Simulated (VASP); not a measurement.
Here is a VASP 6.6.1 calculation.

File INCAR:

```
PREC = Accurate
ENCUT = 600
EDIFF = 1E-6
ISMEAR = 0
SIGMA = 0.2
LREAL = F
LASPH = T
NELM = 100
ALGO = Normal
ISIF = 3
LWAVE = F
LCHARG = F
GGA = PE
IBRION = 2
NSW = 36
EDIFFG = -0.08
```

File KPOINTS:

```
regular mesh
0
Gamma
  5 5 1
```

POSCAR

```
La5Lu2F
1.0
    3.6000000000      0.0000000000      0.0000000000
   -1.8000000000      3.1176914500      0.0000000000
    0.0000000000      0.0000000000     18.1000000000
La Lu F
5 2 1
Direct
    0.0000000000      0.0000000000      0.2143000000
    0.6666666700      0.3333333300      0.9286000000
    0.3333333300      0.6666666700      0.0714000000
    0.0000000000      0.0000000000      0.7857000000
    0.0000000000      0.0000000000      0.5000000000
    0.6666666700      0.3333333300      0.3571000000
    0.3333333300      0.6666666700      0.6429000000
    0.0000000000      0.0000000000      0.0000000000
```

Potentials or basis: VASP PAW PBE potentials, release 64 (La, Lu, F).

Command:

```console
$ cat potpaw_PBE.64/La/POTCAR potpaw_PBE.64/Lu/POTCAR potpaw_PBE.64/F/POTCAR > POTCAR
$ mpirun -np 1 vasp_std > vasp.out
```

Task: What does it give for the space group after relaxing (to 0.1 Å)?

Result: P-3m1 (No. 164).

Task: Estimate the band gap on the k mesh.

Result: Zero (bands 56 and 57 overlap by 1.00 eV).

Task: Predict the relaxed volume.

Result: 31.51 Å³/atom.

Stress tensor (GPa, compression positive):
```
 0.01  0.00  0.00
 0.00  0.01  0.00
 0.00  0.00 -0.21
```

Caveat: the k points lie up to 0.39 Å⁻¹ apart in the final cell, too coarse for converged energies and pressures of a metal; the cell differs from its parent crystal (with an interstitial atom); the volume moved by over 15 % at a fixed basis, so the end points are rough; spin-orbit coupling is left out, which moves the levels of the heavy elements.
